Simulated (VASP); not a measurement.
Wanted: the native input for a VASP 6.6.1 run.

* Task: single point
* Functional: PBEsol
* Potentials or basis: VASP PAW PBE potentials, release 64 (C, Sn_d)
* Cutoff: 520 eV
* k mesh: 6 × 6 × 4
* Occupations: tetrahedron
* Spin: no spin polarisation
* Dipole correction: no
* Further INCAR settings: ALGO = Normal; EDIFF = 1e-06; NBANDS = 21

The structure of SnC3 lies in POSCAR:

```
SnC3
1.0
    2.9788882431      0.0000000000      0.0000000000
    0.0000000000      2.9788882431      0.0000000000
    0.0000000000      0.0000000000      4.6435166754
C Sn
3 1
Direct
    0.5000000000      0.0000000000      0.8203632750
    0.5000000000      0.5000000000      0.0000000000
    0.0000000000      0.5000000000      0.1796367250
    0.0000000000      0.0000000000      0.5000000000
```

These files were run (other wordings do the same):

INCAR

```
ALGO = Normal ; EDIFF = 1E-6
ENCUT = 520 ; GGA = PS
ISIF = 2 ; ISMEAR = -5
LASPH = True ; LCHARG = False
LREAL = False ; LWAVE = False
NBANDS = 21 ; NELM = 60
PREC = Accurate ; SIGMA = 0.1
```

KPOINTS

```
k-points
0
Gamma
  6 6 4
```

Potentials or basis: VASP PAW PBE potentials, release 64 (C, Sn_d).

Run with:

```sh
$ cat potpaw_PBE.64/C/POTCAR potpaw_PBE.64/Sn_d/POTCAR > POTCAR
$ mpirun -np 1 vasp_std > vasp.out
```

It gave:

- Pressure: -3.0 GPa
- Largest force: 0.312 eV/Å
- Band gap on the k mesh: 0.32 eV, indirect (least direct gap 0.56 eV)

Caveat: the PAW data sets were made with another functional, which shifts forces and pressure a little; spin-orbit coupling is left out, which moves the levels of the heavy elements.

Run time: 8.2 s on 1 thread of Intel(R) Xeon(R) 6975P-C (Granite Rapids), with other jobs on the host, peak memory 0.17 GiB.
